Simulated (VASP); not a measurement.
Here is a VASP 6.6.1 calculation.

INCAR

```
SYSTEM = InSi8C6
  PREC = Accurate
  ENCUT = 520
  EDIFF = 1E-6
  ISMEAR = -1
  SIGMA = 0.05
  LREAL = Auto
  LASPH = .True.
  NELM = 150
  ALGO = Normal
  ISIF = 2
  LWAVE = .False.
  LCHARG = .False.
  ISPIN = 2
  MAGMOM = 0.143 0.143 0.143 0.143 0 0.143 0 0.143 0 0 0 0 0 0 0.143
  LORBIT = 11
  GGA = RP
  NBANDS = 52
  NELECT = 67.0
  ISYM = 0
```

KPOINTS

```
Automatic mesh
0
Gamma
  1 1 1
  0.25 0.25 0.25
```

The input POSCAR:

```
InSi8C6
1.0
    0.0000000000      4.3568530000      4.3568530000
    4.3568530000      0.0000000000      4.3568530000
    4.3568530000      4.3568530000      0.0000000000
Si C In
8 6 1
Direct
    0.0214810000      0.0075770000      0.9872770000
    0.5182200000      0.4878530000      0.4706110000
    0.0334660000      0.9801450000      0.4673890000
    0.4911150000      0.5490740000      0.9632920000
    0.9976400000      0.5150010000      0.9727490000
    0.4647310000      0.9836220000      0.5452960000
    0.5196840000      0.9783200000      0.0112270000
    0.9706420000      0.4905210000      0.4976490000
    0.1341220000      0.1263200000      0.1288590000
    0.6240100000      0.6185770000      0.1437200000
    0.1110980000      0.6734190000      0.0951060000
    0.6560340000      0.1142630000      0.6100890000
    0.6235410000      0.1163840000      0.1237980000
    0.1339440000      0.6525070000      0.6160740000
    0.6446550000      0.6523790000      0.6047110000
```

Potentials or basis: VASP PAW PBE potentials, release 64 (Si, C, In_d).

The run is started by

```sh
$ cat potpaw_PBE.64/Si/POTCAR potpaw_PBE.64/C/POTCAR potpaw_PBE.64/In_d/POTCAR > POTCAR
$ mpirun -np 1 vasp_std > vasp.out
```

Estimate the site moments.

Si +0.02, +0.01, +0.03, -0.00, +0.06 (each value once); C +0.00, +0.02, +0.03, +0.04, +0.05 (each value once); In +0.26 μB.

What does it give for the largest force?

38.010 eV/Å.

Predict the net moment.

0.82 μB per cell.

Forces on the atoms (eV/Å):
```
Si    4.119  -1.656  -0.695
Si   -2.107  -1.313  -7.986
Si    3.469  -3.234  -0.996
Si   14.813  13.924 -16.729
Si    1.469   2.754  -0.241
Si   21.207 -19.783  16.639
Si    0.320  -2.716   1.194
Si  -25.620  20.439  19.252
C    -1.977  -2.222   3.471
C    -4.274  -3.753   2.547
C    -3.610   2.602  -3.016
C     1.436   0.368  -1.357
C     1.529   0.219   2.106
C    -4.076   2.694  -2.323
In   -6.698  -8.323 -11.866
```

Caveat: the k points lie up to 0.62 Å⁻¹ apart; the cell carries a net charge on a neutralising background, which shifts energy and pressure; atoms lie so close that the PAW spheres overlap strongly, which falsifies energies and pressures; a moment this small can come from the mesh or the smearing; the PAW data sets were made with another functional, which shifts forces and pressure a little.
